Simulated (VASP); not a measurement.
**CdS: dielectric tensor with r2SCAN**

The system is CdS.

```
CELL_PARAMETERS angstrom
4.16460 0.00000 0.00000
-2.08230 3.60665 0.00000
0.00000 0.00000 6.76601
ATOMIC_POSITIONS crystal
Cd 0.33333 0.66667 0.99904
Cd 0.66667 0.33333 0.49904
S 0.33333 0.66667 0.37596
S 0.66667 0.33333 0.87596
```

```yaml
Program: VASP 6.6.1
Task: dielectric tensor
Functional: r2SCAN
Potentials_or_basis: VASP PAW PBE potentials, release 64 (Cd, S)
Cutoff: 520 eV
k_mesh: 6 × 6 × 4
Occupations: gaussian, width 0.01 eV
Spin: no spin polarisation
Dipole_correction: no
Further_INCAR_settings: ALGO = Normal; EDIFF = 1e-08
```

```
Band gap on the k mesh                  : 1.63 eV
Electronic dielectric tensor (diagonal) : 5.30, 5.30, 5.41
Born charges (mean of the diagonal)     : Cd +2.17; S -2.17 e
```

Levels at points of the mesh, in eV from the valence-band top:
| k point | band 16 | band 17 | band 18 | band 19 | band 20 | band 21 |
| --- | --- | --- | --- | --- | --- | --- |
| (0.00, 0.00, 0.00) | -0.04 | 0.00 | 0.00 | 1.63 | 3.22 | 6.99 |
| (0.50, 0.00, 0.00) | -1.85 | -1.26 | -0.74 | 4.15 | 4.25 | 5.43 |
| (0.00, 0.00, 0.50) | -0.38 | -0.38 | -0.38 | 3.26 | 3.26 | 6.62 |
| (0.50, 0.00, 0.50) | -1.33 | -1.30 | -1.30 | 3.87 | 3.87 | 5.79 |

Electronic dielectric tensor:
```
5.30 0.00 0.00
0.00 5.30 0.00
0.00 0.00 5.41
```

Born effective charge tensors (e):
atom 1, Cd
```
2.15 0.00 0.00
0.00 2.15 0.00
0.00 0.00 2.22
```
atom 2, Cd
```
2.15 0.00 0.00
0.00 2.15 0.00
0.00 0.00 2.22
```
atom 3, S
```
-2.15  0.00  0.00
 0.00 -2.15  0.00
 0.00  0.00 -2.22
```
atom 4, S
```
-2.15  0.00  0.00
 0.00 -2.15  0.00
 0.00  0.00 -2.22
```

Dipole moments of the cell (e·Å, modulo the quantum): ionic 0.000, 0.000, 50.667; electronic 0.000, 0.000, -6.734

It took 37 min on 1 thread of Intel(R) Xeon(R) 6975P-C (Granite Rapids), on a shared host, peak memory 0.76 GiB.
